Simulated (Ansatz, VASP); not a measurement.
**MgO in VASP and in Ansatz**

```
Mg O
1.0
     3.28038    0.00000    0.00000
    -1.64019    2.84089    0.00000
     0.00000    0.00000   10.51471
Mg O
4 4
Direct
  0.33333 0.66667 0.96948
  0.00000 0.00000 0.22081
  0.00000 0.00000 0.72081
  0.66667 0.33333 0.46948
  0.33333 0.66667 0.78005
  0.00000 0.00000 0.50873
  0.00000 0.00000 0.02966
  0.66667 0.33333 0.28005
```

Alike in both runs: task single point; functional PBE; k mesh 9 × 9 × 2; occupations gaussian, width 0.05 eV; no spin polarisation.

|  | VASP | Ansatz |
| --- | --- | --- |
| version | VASP 6.6.1 | Ansatz 0.2.0 |
| potentials or method | VASP PAW PBE potentials, release 64 (Mg, O), cutoff 520 eV | scalar-relativistic, plane waves, PAW |
| valence electrons in the cell | 32 | 64 |

|  | VASP | Ansatz | Ansatz less VASP |
| --- | --- | --- | --- |
| gap on the k mesh at the Fermi level (eV) | 2.80 | 2.83 | +0.029 |
| least direct gap on the mesh (eV) | 2.80 | 2.83 | +0.029 |
| pressure (GPa) | 0.3 | 0.7 | +0.40 |
| traceless stress, the component that is largest in VASP (GPa) | -2.21 | -2.21 | +0.002 |
| rms of the force components (eV/Å) | 0.576 | 0.570 | -0.0063 |

Atom by atom the forces differ by 0.007 eV/Å (rms over components). The functional is the same, so the differences come from potentials, cutoffs and numerics. VASP's potentials hold 32 valence electrons a cell and Ansatz's 64, so a difference there can come from the potentials and not from the codes.
